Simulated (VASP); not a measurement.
# CaO (sol2): single point with PBEsol

CaO (sol2):

```xyz
2
Lattice="0.0000 2.4072 2.3691 2.4072 0.0000 2.3691 2.4072 2.4072 0.0000" Properties=species:S:1:pos:R:3 pbc="T T T"
Ca    0.0000    0.0000    0.0000
O     2.4072    2.4072    2.3691
```

This cell differs from its parent crystal: strained cell.

- Program: VASP 6.6.1
- Task: single point
- Functional: PBEsol
- Potentials or basis: VASP PAW PBE potentials, release 64 (Ca_sv, O)
- Cutoff: 600 eV
- k mesh: 8 × 8 × 8
- Occupations: gaussian, width 0.02 eV
- Spin: no spin polarisation

```
Pressure               : -1.0 GPa
Band gap on the k mesh : 3.47 eV, indirect (least direct gap 3.89 eV)
```

Stress tensor (GPa, compression positive):
```
-1.85  0.00  0.00
 0.00 -1.85  0.00
 0.00  0.00  0.83
```

Levels at points of the mesh, in eV from the valence-band top:
```
           k point  band 6  band 7  band 8  band 9  band 10  band 11
(0.00, 0.00, 0.00)   -0.04   -0.04    0.00    4.61     6.15     6.15
(0.50, 0.00, 0.00)   -2.75   -1.27   -1.27    7.04     8.39     8.40
(0.50, 0.50, 0.00)   -1.28   -0.43   -0.43    3.47     8.11     8.96
(0.50, 0.00, 0.50)   -1.38   -0.41   -0.37    3.52     8.08     8.97
```

Wall time 26 s on 1 thread of AMD EPYC 7R43 64-Core Processor (Zen 3) (shared host), peak memory 0.14 GiB.

Caveat: the cell differs from its parent crystal (strained cell); the PAW data sets were made with another functional, which shifts forces and pressure a little. A k mesh can miss the band edges.
